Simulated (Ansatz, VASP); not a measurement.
## Hf in VASP and in Ansatz

POSCAR

```
Hf
1.0
    3.2593963094      0.0000000000      0.0000000000
   -1.6296981547      2.8227200050      0.0000000000
    0.0000000000      0.0000000000      5.1569977332
Hf
2
Direct
    0.6666666667      0.3333333333      0.7500000000
    0.3333333333      0.6666666667      0.2500000000
```

File INCAR.step1:

```
SYSTEM = Hf
PREC     = Accurate       ! precision mode
ENCUT    = 520            ! plane-wave cutoff, eV
EDIFF    = 1E-5           ! SCF threshold, eV
ISMEAR   = -1             ! smearing method
SIGMA    = 0.05           ! smearing width, eV
LREAL    = .FALSE.        ! projectors in reciprocal space
LASPH    = .TRUE.         ! aspherical terms in the spheres
NELM     = 60             ! most SCF steps
ALGO     = Normal         ! electronic algorithm
ISIF     = 2              ! what is computed and relaxed
LWAVE    = .TRUE.         ! write WAVECAR
LCHARG   = .FALSE.        ! write CHGCAR
GGA      = PE             ! functional
NBANDS   = 17             ! bands
```

Contents of INCAR.step2:

```
SYSTEM = Hf
PREC     = Accurate       ! precision mode
ENCUT    = 520            ! plane-wave cutoff, eV
EDIFF    = 1E-6           ! SCF threshold, eV
ISMEAR   = -1             ! smearing method
SIGMA    = 0.05           ! smearing width, eV
LREAL    = .FALSE.        ! projectors in reciprocal space
LASPH    = .TRUE.         ! aspherical terms in the spheres
NELM     = 60             ! most SCF steps
ALGO     = Normal         ! electronic algorithm
ISIF     = 2              ! what is computed and relaxed
LWAVE    = .FALSE.        ! write WAVECAR
LCHARG   = .FALSE.        ! write CHGCAR
GGA      = PE             ! functional
LHFCALC  = .TRUE.         ! exact exchange
HFSCREEN = 0.2079         ! screening, 1/A
PRECFOCK = Normal       
ISTART   = 1            
NBANDS   = 17             ! bands
```

KPOINTS

```
Automatic mesh
0
G
  6 6 4
  0 0 0
```

input

```
crystal:
  lattice:
    - [3.2593963094, 0.0, 0.0]
    - [-1.6296981547, 2.822720005, 0.0]
    - [0.0, 0.0, 5.1569977332]
  atoms:
    - { symbol: Hf, position: [0.6666666667, 0.3333333333, 0.75] }
    - { symbol: Hf, position: [0.3333333333, 0.6666666667, 0.25] }
hamiltonian:
  xc: hse06
  pseudopotentials: { kind: paw }
kpoints:
  mp_grid: { grid: [6, 6, 4] }
scf:
  occupations: { method: fermi_dirac, width: 0.05 }
output:
  forces: true
  stress: true
  eigenvalues: true
```

Alike in both runs: task single point; functional HSE06; k mesh 6 × 6 × 4; occupations fermi-dirac, width 0.05 eV; no spin polarisation.

|  | VASP | Ansatz |
| --- | --- | --- |
| version | VASP 6.6.1 | Ansatz 0.2.0 |
| potentials or method | VASP PAW PBE potentials, release 64 (Hf_pv) | Ansatz PAW |
| plane-wave cutoff (eV) | 520 | 420 |
| valence electrons in the cell | 20 | 52 |

```csv
,VASP,Ansatz,Ansatz less VASP
gap on the k mesh at the Fermi level (eV),none,none,-
pressure (GPa),-5.9,-4.1,+1.80
"traceless stress, the component that is largest in VASP (GPa)",0.15,0.27,+0.119
```

A gap of «none» marks a metal or a gap that the smearing closes. VASP's potentials hold 20 valence electrons a cell and Ansatz's 52, so a difference there can come from the potentials and not from the codes.

The k mesh is coarse, so the values compare programs but aren't converged. Neither program's run includes spin-orbit coupling.
